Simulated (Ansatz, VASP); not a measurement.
## One calculation of Si, two programs

```xyz
4
Lattice="3.8439 0.0000 0.0000 -1.9219 3.3289 0.0000 0.0000 0.0000 6.3154" Properties=species:S:1:pos:R:3 pbc="T T T"
Si    0.0000    2.2193   -0.0034
Si    1.9219    1.1096    3.1543
Si    0.0000    2.2193    2.3653
Si    1.9219    1.1096    5.5230
```

Change from the starting cell: strained cell.

Alike in both runs: task relaxation of the atoms; functional PBEsol; k mesh 9 × 9 × 6; occupations gaussian, width 0.01 eV; no spin polarisation.

|  | VASP | Ansatz |
| --- | --- | --- |
| version | VASP 6.6.1 | Ansatz 0.2.0 |
| potentials or method | VASP PAW PBE potentials, release 64 (Si), cutoff 520 eV | scalar-relativistic, plane waves, PAW |
| valence electrons in the cell | 16 | 16 |

```tsv
	VASP	Ansatz	Ansatz less VASP
gap on the k mesh at the Fermi level, each at its own relaxed structure (eV)	0.33	0.33	+0.007
```

VASP's potentials were made for PBE, not for PBEsol, and Ansatz warns of the same on its side. Ansatz's warnings: stress scf threshold loose.
